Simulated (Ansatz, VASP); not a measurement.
Two plane-wave programs on InO

The input INCAR:

```
SYSTEM = InO
PREC     = Accurate       ! precision mode
ENCUT    = 520            ! plane-wave cutoff, eV
EDIFF    = 1E-6           ! SCF threshold, eV
ISMEAR   = 0              ! smearing method
SIGMA    = 0.03           ! smearing width, eV
LREAL    = .False.        ! projectors in reciprocal space
LASPH    = .True.         ! aspherical terms in the spheres
NELM     = 60             ! most SCF steps
ALGO     = Normal         ! electronic algorithm
ISIF     = 2              ! what is computed and relaxed
LWAVE    = .False.        ! write WAVECAR
LCHARG   = .False.        ! write CHGCAR
NBANDS   = 27             ! bands
```

The input KPOINTS:

```
regular mesh
0
Gamma
  12 12 4
  0 0 0
```

POSCAR

```
InO
1.0
    3.2499750169      0.0000000000      0.0000000000
   -1.6249875085      2.8145609263      0.0000000000
    0.0000000000      0.0000000000     17.9291077610
In O
2 2
Direct
    0.6666666667      0.3333333333      0.5900210000
    0.6666666667      0.3333333333      0.4099790000
    0.0000000000      0.0000000000      0.6398670000
    0.0000000000      0.0000000000      0.3601330000
```

Input for Ansatz:

```yaml
crystal:
  lattice:
    - [3.2499750169, 0.0, 0.0]
    - [-1.6249875085, 2.8145609263, 0.0]
    - [0.0, 0.0, 17.929107761]
  atoms:
    - { symbol: In, position: [0.6666666667, 0.3333333333, 0.590021] }
    - { symbol: In, position: [0.6666666667, 0.3333333333, 0.409979] }
    - { symbol: O, position: [0.0, 0.0, 0.639867] }
    - { symbol: O, position: [0.0, 0.0, 0.360133] }
basis:
  ecutwfc: 420
kpoints:
  mp_grid: { grid: [12, 12, 4] }
hamiltonian:
  xc: lda
scf:
  occupations: { method: gaussian, width: 0.03 }
output:
  forces: true
  stress: true
  eigenvalues: true
```

Alike in both runs: task single point; functional LDA; k mesh 12 × 12 × 4; occupations gaussian, width 0.03 eV; no spin polarisation.

```csv
,VASP,Ansatz
version,VASP 6.6.1,Ansatz 0.2.0
potentials or method,"VASP PAW LDA potentials, release 64 (In_d, O), cutoff 520 eV","scalar-relativistic, plane waves, PAW"
valence electrons in the cell,38,38
```

|  | VASP | Ansatz | Ansatz less VASP |
| --- | --- | --- | --- |
| gap on the k mesh at the Fermi level (eV) | none | none | - |
| rms of the force components (eV/Å) | 0.358 | 0.351 | -0.0078 |

LDA's correlation is that of Perdew and Zunger in VASP and of Perdew and Wang (1992) in Ansatz. Atom by atom the forces differ by 0.026 eV/Å (rms over components). A gap of «none» marks a metal or a gap that the smearing closes.
